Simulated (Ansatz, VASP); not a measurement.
**Mn3O: VASP beside Ansatz**

```
Mn O
1.0
     3.57174    0.00000    0.00000
     0.00000    3.57174    0.00000
     0.00000    0.00000    3.57174
Mn O
3 1
Direct
  0.00000 0.50000 0.50000
  0.50000 0.00000 0.50000
  0.50000 0.50000 0.00000
  0.00000 0.00000 0.00000
```

Alike in both runs: task relaxation of cell and atoms; functional PBE; k mesh 6 × 6 × 6; occupations gaussian, width 0.1 eV; collinear spin.

|  | VASP | Ansatz |
| --- | --- | --- |
| version | VASP 6.6.1 | Ansatz 0.2.0 |
| potentials or method | VASP PAW PBE potentials, release 64 (Mn_pv, O), cutoff 600 eV | scalar-relativistic, plane waves, PAW |
| valence electrons in the cell | 45 | 51 |

|  | VASP | Ansatz | Ansatz less VASP |
| --- | --- | --- | --- |
| gap on the k mesh at the Fermi level, each at its own relaxed structure (eV) | none | none | - |
| net moment per atom (μB) | 1.59 | 1.57 | -0.019 |
| size of the moment on the site where the two differ most (μB) | 2.00 | 1.94 | -0.052 |
| relaxed volume (Å³/atom) | 10.88 | 10.88 | -0.002 |
| relaxed length of the cell vector where the two differ most in proportion (Å) | 3.517 | 3.517 | -0.0002 |

Site moments also hang on the region over which each program counts them. A gap of «none» marks a metal or a gap that the smearing closes. VASP's potentials hold 45 valence electrons a cell and Ansatz's 51, so a difference there can come from the potentials and not from the codes.
